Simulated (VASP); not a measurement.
# Hf in VASP: single point with r2SCAN

Aim: the single point of Hf with r2SCAN.

All numbers are computed with VASP 6.6.1; they aren't measurements. Logs are shortened: lines on timing, memory, paths and dates and some standing lists are left out, and cuts for length are marked.

## Step 1: The cell of the first run

The typed cell holds 1 atom: a = 3.052 Å, b = 3.052 Å, c = 3.524 Å, α = 54.73°, β = 54.73°, γ = 70.53°.

## Step 2: Single point, r2SCAN

File POSCAR:

```
Hf
1.0
    0.0000000000      2.4919911933      1.7618377736
    2.4919911933      0.0000000000      1.7618377736
    2.4919911933      2.4919911933      0.0000000000
Hf
1
Direct
    0.0000000000      0.0000000000      0.0000000000
```

File INCAR.step1:

```
ALGO     = Normal         # electronic algorithm
EDIFF    = 1E-4           # SCF threshold, eV
ENCUT    = 520            # plane-wave cutoff, eV
GGA      = PE             # functional
ISMEAR   = 0              # smearing method
LASPH    = T              # aspherical terms in the spheres
LCHARG   = F              # write CHGCAR
LREAL    = F              # projectors in reciprocal space
LWAVE    = T              # write WAVECAR
NBANDS   = 11             # bands
NELM     = 60             # most SCF steps
PREC     = Accurate       # precision mode
SIGMA    = 0.15           # smearing width, eV
```

File INCAR.step2:

```
ALGO     = Normal         # electronic algorithm
EDIFF    = 1E-6           # SCF threshold, eV
ENCUT    = 520            # plane-wave cutoff, eV
ISIF     = 2              # what is computed and relaxed
ISMEAR   = 0              # smearing method
ISTART   = 1            
LASPH    = T              # aspherical terms in the spheres
LCHARG   = F              # write CHGCAR
LMIXTAU  = T            
LREAL    = F              # projectors in reciprocal space
LWAVE    = F              # write WAVECAR
METAGGA  = R2SCAN         # meta-GGA
NBANDS   = 11             # bands
NELM     = 60             # most SCF steps
PREC     = Accurate       # precision mode
SIGMA    = 0.15           # smearing width, eV
```

File KPOINTS:

```
k-points
0
Gamma
  20 20 20
```

Potentials or basis: VASP PAW PBE potentials, release 64 (Hf_pv).

On the command line:

```console
$ cat potpaw_PBE.64/Hf_pv/POTCAR > POTCAR
$ cp INCAR.step1 INCAR
$ mpirun -np 1 vasp_std > vasp.out
$ cp INCAR.step2 INCAR
$ mpirun -np 1 vasp_std > vasp.out
```

OUTCAR:

```text
EDIFF = 1E-6
   ENCUT = 520
   ISIF = 2
   ISMEAR = 0
   ISTART = 1
   LASPH = T
   LREAL = F
   METAGGA = R2SCAN
   NELM = 60
   PREC = Accurate

 ion  position               nearest neighbor table
   1  0.000  0.000  0.000-

  LATTYP: Found a body centered tetragonal cell.
 ALAT       =     3.5242077429
 C/A-ratio  =     0.9998489886

  Lattice vectors:

 A1 = (   0.0000000000,  -2.4919911933,  -1.7618377736)
 A2 = (   0.0000000000,   2.4919911933,  -1.7618377736)
 A3 = (   2.4919911933,   0.0000000000,   1.7618377736)

Analysis of symmetry for initial positions (statically):
=====================================================================
 Subroutine PRICEL returns:
 Original cell was already a primitive cell.

 Routine SETGRP: Setting up the symmetry group for a
 body centered tetragonal supercell.

 Subroutine GETGRP returns: Found 16 space group operations
 (whereof 16 operations were pure point group operations)
 out of a pool of 16 trial point group operations.

The static configuration has the point symmetry D_4h.

Analysis of symmetry for dynamics (positions and initial velocities):
=====================================================================
 Subroutine PRICEL returns:
 Original cell was already a primitive cell.

 Routine SETGRP: Setting up the symmetry group for a
 body centered tetragonal supercell.

 Subroutine GETGRP returns: Found 16 space group operations
 (whereof 16 operations were pure point group operations)
 out of a pool of 16 trial point group operations.

The dynamic configuration has the point symmetry D_4h.

 Subroutine INISYM returns: Found 16 space group operations
 (whereof 16 operations are pure point group operations),
 and found     1 'primitive' translations

----------------------------------------------------------------------------------------

                                     Primitive cell

  volume of cell :      21.8821

  direct lattice vectors                    reciprocal lattice vectors
     0.000000000  2.491991193  1.761837774    -0.200642764  0.200642764  0.283794574
     2.491991193  0.000000000  1.761837774     0.200642764 -0.200642764  0.283794574
     2.491991193  2.491991193  0.000000000     0.200642764  0.200642764 -0.283794574

  length of vectors
     3.051899810  3.051899810  3.524207743     0.401315832  0.401315832  0.401315832

  position of ions in fractional coordinates (direct lattice)
     0.000000000  0.000000000  0.000000000

  ion indices of the primitive-cell ions
   primitive index   ion index
                 1           1

----------------------------------------------------------------------------------------

 KPOINTS: k-points

Automatic generation of k-mesh.
 Grid dimensions read from file:
 generate k-points for:   20   20   20

 Generating k-lattice:

  Cartesian coordinates                     Fractional coordinates (reciprocal lattice)
    -0.010032138  0.010032138  0.014189729     0.050000000 -0.000000000  0.000000000
     0.010032138 -0.010032138  0.014189729    -0.000000000  0.050000000  0.000000000
     0.010032138  0.010032138 -0.014189729     0.000000000  0.000000000  0.050000000

  Length of vectors
     0.020065792  0.020065792  0.020065792

  Shift w.r.t. Gamma in fractional coordinates (k-lattice)
     0.000000000  0.000000000  0.000000000

 Subroutine IBZKPT returns following result:
 ===========================================

 Found    641 irreducible k-points:

 Following reciprocal coordinates:
            Coordinates               Weight
  0.000000  0.000000  0.000000      1.000000
  0.050000 -0.000000  0.000000      8.000000
  0.100000 -0.000000  0.000000      8.000000
  0.150000  0.000000  0.000000      8.000000
  0.200000 -0.000000  0.000000      8.000000
  0.250000 -0.000000  0.000000      8.000000
[... 16 lines left out ...]
 -0.400000  0.050000  0.000000      8.000000
 -0.350000  0.050000  0.000000      8.000000
 [... further k-points ...]
   k-points           NKPTS =    641   k-points in BZ     NKDIM =    641   number of bands    NBANDS=     11
   number of dos      NEDOS =    301   number of ions     NIONS =      1
   total plane-waves  NPLWV =  16128
   dimension x,y,z NGX =    24 NGY =   24 NGZ =   28
   dimension x,y,z NGXF=    48 NGYF=   48 NGZF=   56
   ions per type =               1
   NGX,Y,Z   is equivalent  to a cutoff of  13.07, 13.07, 13.21 a.u.
   NGXF,Y,Z  is equivalent  to a cutoff of  26.15, 26.15, 26.42 a.u.
 SYSTEM =  unknown system
   PREC   = accura    normal or accurate (medium, high low for compatibility)
   ISTART =      1    job   : 0-new  1-cont  2-samecut
   ICHARG =      0    charge: 1-file 2-atom 10-const
   ISPIN  =      1    spin polarized calculation?
   LNONCOLLINEAR =      F non collinear calculations
   LSORBIT =      F    spin-orbit coupling
   LASPH  =      T    aspherical Exc in radial PAW
   ENCUT  =  520.0 eV  38.22 Ry    6.18 a.u.   5.67  5.67  6.55*2*pi/ulx,y,z
   NELM   =     60;   NELMIN=  2; NELMDL=  0     # of ELM steps
   EDIFF  = 0.1E-05   stopping-criterion for ELM
   LREAL  =      F    real-space projection
   EDIFFG = 0.1E-04   stopping-criterion for IOM
   NSW    =      0    number of steps for IOM
   IBRION =     -1    ionic relax: 0-MD 1-quasi-New 2-CG
   NFREE  =      0    steps in history (QN), initial steepest desc. (CG)
   ISIF   =      2    stress and relaxation
   ISYM   =      2    0-nonsym 1-usesym 2-fastsym
   POTIM  = 0.5000    time-step for ionic-motion
   TEBEG  =    0.0;   TEEND  =   0.0 temperature during run
   PSTRESS=    0.0 pullay stress
   NELECT =      10.0000    total number of electrons
   NUPDOWN=      -1.0000    fix difference up-down
   EMIN   =  10.00;   EMAX   =-10.00  energy-range for DOS
   EFERMI =   0.00;   METHOD = LEGACY
   ISMEAR =     0;   SIGMA  =   0.15  broadening in eV -4-tet -1-fermi 0-gaus
   EFERMI_NEDOS =   21; number of points for ismear=-14 and -15
   IALGO  =     38    algorithm
   IMIX   =      4    mixing-type and parameters
     AMIX     =   0.40;   BMIX     =  1.00
     AMIX_MAG =   1.60;   BMIX_MAG =  1.00
  volume/ion in A,a.u.               =      21.88       147.67
  Fermi-wavevector in a.u.,A,eV,Ry     =   1.260991  2.382927 21.634588  1.590097
  Thomas-Fermi vector in A             =   2.394472
   LORBIT       =      0    0 simple, 1 ext, 2 COOP (PROOUT), +10 PAW based schemes
   METAGGA = R2SCAN    functional components
   LHFCALC =     F    Hartree Fock is set to
   AEXX    =    0.0000 exact exchange contribution
   IVDW    =     0    specifies the selected vdW correction
   LEPSILON=     F    determine dielectric tensor
   LRPA    =     F    only Hartree local field effects (RPA)
 non-spin polarized calculation
 Gauss-broadening in eV      SIGMA  =   0.15
  energy-cutoff  :      520.00
  volume of cell :       21.88
 maximum number of plane-waves:       606
   NGX = 11   NGY = 11   NGZ = 13

 number of electron       9.9999999 magnetization

 Free energy of the ion-electron system (eV)
  ---------------------------------------------------
  ext. energy  EPLUGINS =         0.00000000
  ---------------------------------------------------
  free energy    TOTEN  =       -44.94939215 eV

  energy without entropy =      -44.92871861  energy(sigma->0) =      -44.93905538

 E-fermi :   4.6059     XC(G=0): -12.2799

 val. band max:        4.6043476198   @ k =  -0.4500   0.1000   0.0000
 cond. band min:       4.6062051328   @ k =  -0.1000   0.4500   0.3500
 fundamental gap:      0.0018575130
 Fermi energy:         4.6058734559

 k-point     1 :       0.0000    0.0000    0.0000
  band No.  band energies     occupation
      1     -26.2789      2.00000
      2     -26.2789      2.00000
      3     -26.2789      2.00000
      4      -2.8533      2.00000
      5       6.3954      0.00000
      6       6.3973      0.00000
      7       6.3973      0.00000
      8       9.2815      0.00000
      9       9.2840      0.00000
     10      16.8310      0.00000
     11      18.6613      0.00000

 k-point     2 :       0.0500   -0.0000    0.0000
  band No.  band energies     occupation
      1     -26.3028      2.00000
      2     -26.2862      2.00000
      3     -26.2790      2.00000
      4      -2.7544      2.00000
      5       6.3227      0.00000
      6       6.3682      0.00000
      7       6.4923      0.00000
      8       9.1596      0.00000
      9       9.2796      0.00000
     10      16.8309      0.00000
     11      18.7603      0.00000

 k-point     3 :       0.1000   -0.0000    0.0000
  band No.  band energies     occupation
      1     -26.3715      2.00000
      2     -26.3071      2.00000
      3     -26.2794      2.00000
      4      -2.4644      2.00000
      5       6.1179      0.00000
      6       6.2542      0.00000
      7       6.7781      0.00000
      8       8.8901      0.00000
      9       9.2778      0.00000
     10      16.8309      0.00000
     11      19.0150      0.00000

 k-point     4 :       0.1500    0.0000    0.0000
  band No.  band energies     occupation
      1     -26.4770      2.00000
      2     -26.3395      2.00000
      3     -26.2801      2.00000
      4      -2.0034      2.00000
      5       5.8212      0.00000
      6       6.0029      0.00000
      7       7.2472      0.00000
      8       8.6792      0.00000
      9       9.2919      0.00000
     10      16.8308      0.00000
     11      19.2852      0.00000

 k-point     5 :       0.2000   -0.0000    0.0000
  band No.  band energies     occupation
      1     -26.6072      2.00000
      2     -26.3801      2.00000
      3     -26.2809      2.00000
      4      -1.4074      2.00000
      5       5.4791      0.00000
      6       5.6248      0.00000
      7       7.8884      0.00000
      8       8.6459      0.00000
      9       9.3393      0.00000
     10      16.8308      0.00000
     11      19.2811      0.00000
[... 211 lines left out ...]
 k-point    21 :       0.5000    0.0500    0.0000
  band No.  band energies     occupation
      1     -27.1765      2.00000
      2     -26.5750      2.00000
      3     -26.3010      2.00000
      4       1.1542      2.00000
      5       4.2792      1.99793
      6       5.3898      0.00000
      7       8.8797      0.00000
      8      10.3440      0.00000
      9      12.7166      0.00000
     10      15.6495      0.00000
     11      16.1039      0.00000

 k-point    22 :      -0.4500    0.0500    0.0000
  band No.  band energies     occupation
      1     -27.1562      2.00000
      2     -26.5681      2.00000
      3     -26.3009      2.00000
      4       1.1094      2.00000
      5       4.3206      1.99285
      6       5.2530      0.00000
      7       8.9154      0.00000
      8      10.2658      0.00000
      9      12.3820      0.00000
     10      15.8313      0.00000
     11      16.3238      0.00000

 k-point    23 :      -0.4000    0.0500    0.0000
  band No.  band energies     occupation
      1     -27.0967      2.00000
      2     -26.5481      2.00000
      3     -26.3007      2.00000
      4       0.9404      2.00000
      5       4.4428      1.87572
      6       4.9816      0.00040
      7       8.9179      0.00000
      8      10.1114      0.00000
      9      11.5692      0.00000
     10      16.2697      0.00000
     11      16.8292      0.00000

 k-point    24 :      -0.3500    0.0500    0.0000
  band No.  band energies     occupation
      1     -27.0029      2.00000
      2     -26.5168      2.00000
      3     -26.3005      2.00000
      4       0.5798      2.00000
      5       4.6406      0.74354
      6       4.8255      0.03840
      7       8.7705      0.00000
      8       9.9843      0.00000
      9      10.5729      0.00000
     10      16.8255      0.00000
     11      16.9311      0.00000

 [... further k-points ...]

------------------------ aborting loop because EDIFF is reached ----------------------------------------

  FORCE on cell =-STRESS in cart. coord.  units (eV):
  Direction    XX          YY          ZZ          XY          YZ          ZX
  --------------------------------------------------------------------------------------
  -------------------------------------------------------------------------------------
  Total        0.1376643      0.1376643      0.1365069      0.0000000      0.0000000     -0.0000000
  in kB       10.0795901     10.0795901      9.9948496      0.0000000      0.0000000     -0.0000000
  external PRESSURE =      10.0513433 kB  Pullay stress =       0.0000000 kB

 VOLUME and BASIS-vectors are now :
 -----------------------------------------------------------------------------
  energy-cutoff  :      520.00
  volume of cell :       21.88
      direct lattice vectors                 reciprocal lattice vectors
     0.000000000  2.491991193  1.761837774    -0.200642764  0.200642764  0.283794574
     2.491991193  0.000000000  1.761837774     0.200642764 -0.200642764  0.283794574
     2.491991193  2.491991193  0.000000000     0.200642764  0.200642764 -0.283794574

 POSITION                                       TOTAL-FORCE (eV/Angst)
 -----------------------------------------------------------------------------------
      0.00000      0.00000      0.00000         0.000000      0.000000      0.000000
 -----------------------------------------------------------------------------------
    total drift:                               -0.000000     -0.000000      0.000000

  FREE ENERGIE OF THE ION-ELECTRON SYSTEM (eV)
  ---------------------------------------------------
  free  energy   TOTEN  =       -44.9493921515 eV

  energy  without entropy=      -44.9287186060  energy(sigma->0) =      -44.93905538
```

It took 5.1 min on 1 thread of Intel Xeon 6975P-C, shared host; peak memory 0.28 GiB.

What came out:

```
Free energy            : -44.9494 eV
Pressure               : 1.0 GPa
Band gap on the k mesh : zero (band 5 reaches 6.40 eV, above the bottom of band 6 at 3.81 eV)
```

Caveat: the PAW data sets were made with another functional, which shifts forces and pressure a little; spin-orbit coupling is left out, which moves the levels of the heavy elements.
